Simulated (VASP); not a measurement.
# Pt (Fm-3m) in VASP: elastic constants with LDA

Aim: the elastic constants of Pt with LDA.

Program: VASP 6.6.1. These are calculated values, not measurements. Logs are shortened: lines on timing, memory, paths and dates and some standing lists are left out, and cuts for length are marked.

**1. The cell of the first run**

The structure is cubic, space group Fm-3m (No. 225). The conventional cell has a = 3.897 Å, b = 3.897 Å, c = 3.897 Å, α = 90.00°, β = 90.00°, γ = 90.00°. Within 3.6 Å of Pt (site symmetry m-3m) lie 12 Pt at 2.76 Å.

**2. Elastic constants, LDA**

Contents of INCAR:

```
ALGO = Normal
EDIFF = 1E-8
ENCUT = 600
GGA = CA
IBRION = 6
ISIF = 3
ISMEAR = -1
LASPH = T
LCHARG = F
LREAL = F
LWAVE = F
NELM = 100
NFREE = 2
NSW = 1
POTIM = 0.015
PREC = Accurate
SIGMA = 0.15
```

Contents of KPOINTS:

```
k-points
0
Gamma
  18 18 18
```

Contents of POSCAR:

```
Pt
1.0
    0.0000000000      1.9485706507      1.9485706507
    1.9485706507      0.0000000000      1.9485706507
    1.9485706507      1.9485706507      0.0000000000
Pt
1
Direct
    0.0000000000      0.0000000000      0.0000000000
```

Potentials or basis: VASP PAW LDA potentials, release 64 (Pt).

On the command line:

```console
> cat potpaw_LDA.64/Pt/POTCAR > POTCAR
> mpirun -np 1 vasp_std > vasp.out
```

OUTCAR:

```text
EDIFF = 1E-8
   ENCUT = 600
   GGA = CA
   IBRION = 6
   ISIF = 3
   ISMEAR = -1
   LASPH = T
   LREAL = F
   NELM = 100
   NFREE = 2
   NSW = 1
   POTIM = 0.015
   PREC = Accurate

 ion  position               nearest neighbor table
   1  0.000  0.000  0.000-

  LATTYP: Found a face centered cubic cell.
 ALAT       =     3.8971413014

  Lattice vectors:

 A1 = (   0.0000000000,   1.9485706507,   1.9485706507)
 A2 = (   1.9485706507,   0.0000000000,   1.9485706507)
 A3 = (   1.9485706507,   1.9485706507,   0.0000000000)

Analysis of symmetry for initial positions (statically):
=====================================================================
 Subroutine PRICEL returns:
 Original cell was already a primitive cell.

 Routine SETGRP: Setting up the symmetry group for a
 face centered cubic supercell.

 Subroutine GETGRP returns: Found 48 space group operations
 (whereof 48 operations were pure point group operations)
 out of a pool of 48 trial point group operations.

The static configuration has the point symmetry O_h .

Analysis of symmetry for dynamics (positions and initial velocities):
=====================================================================
 Subroutine PRICEL returns:
 Original cell was already a primitive cell.

 Routine SETGRP: Setting up the symmetry group for a
 face centered cubic supercell.

 Subroutine GETGRP returns: Found 48 space group operations
 (whereof 48 operations were pure point group operations)
 out of a pool of 48 trial point group operations.

The dynamic configuration has the point symmetry O_h .

 Subroutine INISYM returns: Found 48 space group operations
 (whereof 48 operations are pure point group operations),
 and found     1 'primitive' translations

----------------------------------------------------------------------------------------

                                     Primitive cell

  volume of cell :      14.7972
[... 328 lines left out ...]
 cond. band min:      11.5407981025   @ k =  -0.4444   0.2778   0.0556
 fundamental gap:      0.0086986889
 Fermi energy:        11.5352386695

 k-point     1 :       0.0000    0.0000    0.0000
  band No.  band energies     occupation
      1       1.0529      2.00000
      2       7.5777      2.00000
      3       7.5777      2.00000
      4       7.5777      2.00000
      5       9.8366      1.99998
      6       9.8366      1.99998
      7      26.0805      0.00000
      8      31.1070      0.00000
      9      31.1070      0.00000
[... 265 lines left out ...]
 k-point    24 :      -0.2222    0.0556    0.0000
  band No.  band energies     occupation
      1       3.1295      2.00000
      2       7.0731      2.00000
      3       7.9877      2.00000
      4       8.0567      2.00000
      5       9.6239      1.99999
      6      10.3330      1.99934
      7      25.2900      0.00000
      8      28.1033      0.00000
      9      32.7330      0.00000

 [... further k-points ...]
[... 5 lines left out ...]
  --------------------------------------------------------------------------------------
  -------------------------------------------------------------------------------------
  Total        0.0807694      0.0807694      0.0807694      0.0000000     -0.0000000     -0.0000000
  in kB        8.7453903      8.7453903      8.7453903      0.0000000     -0.0000000     -0.0000000
  external PRESSURE =       8.7453903 kB  Pullay stress =       0.0000000 kB
[... 16 lines left out ...]
  FREE ENERGIE OF THE ION-ELECTRON SYSTEM (eV)
  ---------------------------------------------------
  free  energy   TOTEN  =        -7.5646315583 eV

  energy  without entropy=       -7.4559030080  energy(sigma->0) =       -7.51026728

 INTERNAL STRAIN TENSORS FROM STRAINED CELLS
 ============================================

 INTERNAL STRAIN TENSOR FOR ION    1 for displacements in x,y,z  (eV/Angst):
          X           Y           Z          XY          YZ          ZX
  --------------------------------------------------------------------------------
  x    -0.00000     0.00000     0.00000     0.00000     0.00000    -0.00000
  y     0.00000     0.00000     0.00000     0.00000     0.00000     0.00000
  z    -0.00000     0.00000     0.00000     0.00000    -0.00000     0.00000

 INTERNAL STRAIN TENSORS FROM DISPLACED ATOMS
 ============================================

 INTERNAL STRAIN TENSOR FOR ION    1 for displacements in x,y,z  (eV/Angst):
          X           Y           Z          XY          YZ          ZX
  --------------------------------------------------------------------------------
  x     0.00000     0.00000     0.00000     0.00000     0.00000     0.00000
  y     0.00000     0.00000     0.00000     0.00000     0.00000     0.00000
  z     0.00000     0.00000     0.00000     0.00000     0.00000     0.00000

 Eigenvectors and eigenvalues of the dynamical matrix
 ----------------------------------------------------

   1 f  =    0.000000 THz     0.000000 2PiTHz    0.000000 cm-1     0.000000 meV
             X         Y         Z           dx          dy          dz
      0.000000  0.000000  0.000000     0.000000   -1.000000    0.000000

   2 f  =    0.000000 THz     0.000000 2PiTHz    0.000000 cm-1     0.000000 meV
             X         Y         Z           dx          dy          dz
      0.000000  0.000000  0.000000    -1.000000    0.000000    0.000000

   3 f  =    0.000000 THz     0.000000 2PiTHz    0.000000 cm-1     0.000000 meV
             X         Y         Z           dx          dy          dz
      0.000000  0.000000  0.000000     0.000000    0.000000    1.000000

--------------------------------------------------------------------------------------------------------

 ELASTIC MODULI CONTR FROM IONIC RELAXATION (kBar)
 Direction    XX          YY          ZZ          XY          YZ          ZX
 --------------------------------------------------------------------------------
 XX           0.0000      0.0000      0.0000      0.0000      0.0000      0.0000
 YY           0.0000      0.0000      0.0000      0.0000      0.0000      0.0000
 ZZ           0.0000      0.0000      0.0000      0.0000      0.0000      0.0000
 XY           0.0000      0.0000      0.0000      0.0000      0.0000      0.0000
 YZ           0.0000      0.0000      0.0000      0.0000      0.0000      0.0000
 ZX           0.0000      0.0000      0.0000      0.0000      0.0000      0.0000
 --------------------------------------------------------------------------------

 TOTAL ELASTIC MODULI (kBar)
 Direction    XX          YY          ZZ          XY          YZ          ZX
 --------------------------------------------------------------------------------
 XX        3855.7030   2676.3082   2676.3082     -0.0000     -0.0000     -0.0000
 YY        2676.3082   3855.7030   2676.3082      0.0000     -0.0000     -0.0000
 ZZ        2676.3082   2676.3082   3855.7030     -0.0000      0.0000      0.0000
 XY          -0.0000      0.0000     -0.0000   1001.1590      0.0000      0.0000
 YZ          -0.0000     -0.0000      0.0000      0.0000   1001.1590      0.0000
 ZX          -0.0000     -0.0000      0.0000      0.0000      0.0000   1001.1590
 --------------------------------------------------------------------------------
```

OSZICAR:

```text
N       E                     dE             d eps       ncg     rms          rms(c)
DAV:   1     0.405800249476E+02    0.40580E+02   -0.60144E+03  3558   0.117E+03
DAV:   2    -0.744999596248E+01   -0.48030E+02   -0.46261E+02  3710   0.200E+02
DAV:   3    -0.799668579937E+01   -0.54669E+00   -0.54204E+00  4170   0.213E+01
[... 153 lines left out ...]
DAV:   2    -0.756513424950E+01   -0.29393E-02   -0.33458E-02  3698   0.204E+00    0.803E-02
DAV:   3    -0.756463170309E+01    0.50255E-03   -0.17195E-03  3724   0.323E-01    0.450E-03
DAV:   4    -0.756463171552E+01   -0.12426E-07   -0.13589E-05  4001   0.373E-02    0.235E-03
DAV:   5    -0.756463159386E+01    0.12166E-06   -0.23771E-07  3950   0.429E-03    0.875E-04
DAV:   6    -0.756463155088E+01    0.42975E-07   -0.17669E-08  3364   0.102E-03    0.329E-05
DAV:   7    -0.756463155829E+01   -0.74126E-08   -0.43711E-10  1939   0.192E-04
  15 F= -.75646316E+01 E0= -.75102673E+01  d E =-.108729E+00
```

Run time: 21 min. Hardware: 1 thread of Intel Xeon 8259CL, shared host; peak memory 0.59 GiB.

Results:

| Item | Value |
| --- | --- |
| Elastic constants C11, C12, C44 | 386, 268, 100 GPa |
| Voigt bulk modulus | 307 GPa |

Elastic tensor in Voigt notation (GPa, in the Cartesian axes of the cell as first typed):
```
386 268 268   0   0   0
268 386 268   0   0   0
268 268 386   0   0   0
  0   0   0 100   0   0
  0   0   0   0 100   0
  0   0   0   0   0 100
```

Clamped-ion elastic tensor (GPa):
```
386 268 268   0   0   0
268 386 268   0   0   0
268 268 386   0   0   0
  0   0   0 100   0   0
  0   0   0   0 100   0
  0   0   0   0   0 100
```

Caveat: spin-orbit coupling is left out, which moves the levels of the heavy elements.
